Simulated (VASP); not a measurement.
Here is a VASP 6.6.1 calculation.

INCAR

```
SYSTEM = Rb2Pt
ALGO = Normal
EDIFF = 1E-6
ENCUT = 520
GGA = PE
ISIF = 2
ISMEAR = 0
LASPH = .True.
LCHARG = .False.
LREAL = .False.
LWAVE = .False.
NBANDS = 21
NELM = 100
PREC = Accurate
SIGMA = 0.02
```

The input KPOINTS:

```
k-points
0
Gamma
  6 6 6
  0 0 0
```

The input POSCAR:

```
Rb2Pt
1.0
    5.2171907071      0.0000000000      0.0000000000
   -2.6085953535      4.5182196887      0.0000000000
    0.0000000000      0.0000000000      5.9608884528
Rb Pt
2 1
Direct
    0.6666666667      0.3333333333      0.7679376425
    0.3333333333      0.6666666667      0.2320623575
    0.0000000000      0.0000000000      0.0000000000
```

Potentials or basis: VASP PAW PBE potentials, release 64 (Rb_sv, Pt).

Run with:

```bash
$ cat potpaw_PBE.64/Rb_sv/POTCAR potpaw_PBE.64/Pt/POTCAR > POTCAR
$ mpirun -np 1 vasp_std > vasp.out
```

Q: What does it give for the pressure?

A: 0.0 GPa.

Q: Estimate the largest force.

A: 0.008 eV/Å.

Q: What does it give for the band gap on the k mesh?

A: 0.63 eV, indirect (least direct gap 0.64 eV).

Forces in eV/Å, atoms in the order of the input:
```
Rb   0.000  0.000 -0.008
Rb   0.000  0.000  0.008
Pt   0.000  0.000  0.000
```

Caveat: spin-orbit coupling is left out, which moves the levels of the heavy elements. A k mesh can miss the band edges.
